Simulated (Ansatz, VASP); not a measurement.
**Ag: VASP beside Ansatz**

File POSCAR:

```
Ag
1.0
    2.8672978917      0.0000000000      0.0000000000
   -1.4336489459      2.4831528144      0.0000000000
    0.0000000000      0.0000000000      4.6918224244
Ag
2
Direct
    0.3333333333      0.6666666667      0.2500000000
    0.6666666667      0.3333333333      0.7500000000
```

The input INCAR.step1:

```
SYSTEM = Ag
PREC = Accurate ; ENCUT = 550
ISMEAR = 0 ; SIGMA = 0.1
LREAL = .False. ; LASPH = .True.
NELM = 120 ; NBANDS = 18
GGA = PE ; ALGO = Normal
EDIFF = 1E-5 ; LWAVE = .True.
LCHARG = .False. ; GGA_COMPAT = .False.
```

Contents of INCAR.step2:

```
SYSTEM = Ag
PREC = Accurate ; ENCUT = 550
EDIFF = 1E-6 ; ISMEAR = 0
SIGMA = 0.1 ; LREAL = .False.
LASPH = .True. ; NELM = 120
ALGO = Normal ; ISIF = 2
LWAVE = .False. ; LCHARG = .False.
METAGGA = R2SCAN ; LMIXTAU = .True.
NBANDS = 18 ; ISTART = 1
GGA_COMPAT = .False.
```

KPOINTS

```
Automatic mesh
0
Gamma
  18 18 10
  0 0 0
```

Input for Ansatz:

```yaml
crystal:
  lattice:
    - [2.8672978917, 0.0, 0.0]
    - [-1.4336489459, 2.4831528144, 0.0]
    - [0.0, 0.0, 4.6918224244]
  atoms:
    - { symbol: Ag, position: [0.3333333333, 0.6666666667, 0.25] }
    - { symbol: Ag, position: [0.6666666667, 0.3333333333, 0.75] }
basis:
  ecutwfc: 500
kpoints:
  mp_grid: { grid: [18, 18, 10] }
hamiltonian:
  xc: r2scan
  pseudopotentials: { kind: paw, azcp: { folder: soft_1 } }
scf:
  occupations: { method: gaussian, width: 0.1 }
output:
  forces: true
  stress: true
  eigenvalues: true
```

Alike in both runs: task single point; functional r2SCAN; k mesh 18 × 18 × 10; occupations gaussian, width 0.1 eV; no spin polarisation.

|  | VASP | Ansatz |
| --- | --- | --- |
| version | VASP 6.6.1 | Ansatz 0.2.0 |
| potentials or method | VASP PAW PBE potentials, release 64 (Ag), cutoff 550 eV | scalar-relativistic, plane waves, PAW |
| valence electrons in the cell | 22 | 38 |

|  | VASP | Ansatz | Ansatz less VASP |
| --- | --- | --- | --- |
| gap on the k mesh at the Fermi level (eV) | none | none | - |
| pressure (GPa) | 4.4 | 4.2 | -0.14 |

VASP's potentials were made for PBE, not for r2SCAN. A gap of «none» marks a metal or a gap that the smearing closes. VASP's potentials hold 22 valence electrons a cell and Ansatz's 38, so a difference there can come from the potentials and not from the codes.
